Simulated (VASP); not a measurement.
Runs of VASP 6.6.1 on Ge. The structure is that of space group Fd-3m (No. 227), or close to it. The cells are those of the table. 

```tsv
level	spin	cell	k mesh	share of exact exchange	screening parameter	gap on the mesh (eV)	pressure (GPa)
r2SCAN50	off	a = 4.001 Å, angles 60.0°, 2 atoms	5 × 5 × 5	0.5	-	2.94	-2.1
PBE0	off	a = 3.947 Å, angles 60.0°, 2 atoms	4 × 4 × 4	0.25	-	(a)	(b)
PBE0	off	a = 4.001 Å, angles 60.0°, 2 atoms	4 × 4 × 4	0.25	-	1.59	0.8
HSE06	off	a = 4.079 Å, angles 60.0°, 2 atoms	6 × 6 × 6	0.25	0.2079 1/Å	0.28	-2.9
HSE06	non-collinear, zero start, SOC	a = 4.001 Å, angles 60.0°, 2 atoms	4 × 4 × 4	0.25	0.2079 1/Å	-	(c)
```

Alike in all rows: task single point; potentials or basis VASP PAW PBE potentials, release 64 (Ge_d); cutoff (eV) 520; smearing fermi-dirac 0.05 eV.

Question: Estimate the missing entries.

Answer: (a) 1.75; (b) 4.4; (c) 1.1.

Caveats: some runs use coarse meshes; the PAW data sets were made with another functional, which shifts forces and pressure a little; an odd mesh through Γ misses points on the zone boundary, where band edges can lie (at least some runs).

A k mesh can miss the band edges, and rows without SOC leave out spin-orbit coupling on Ge.
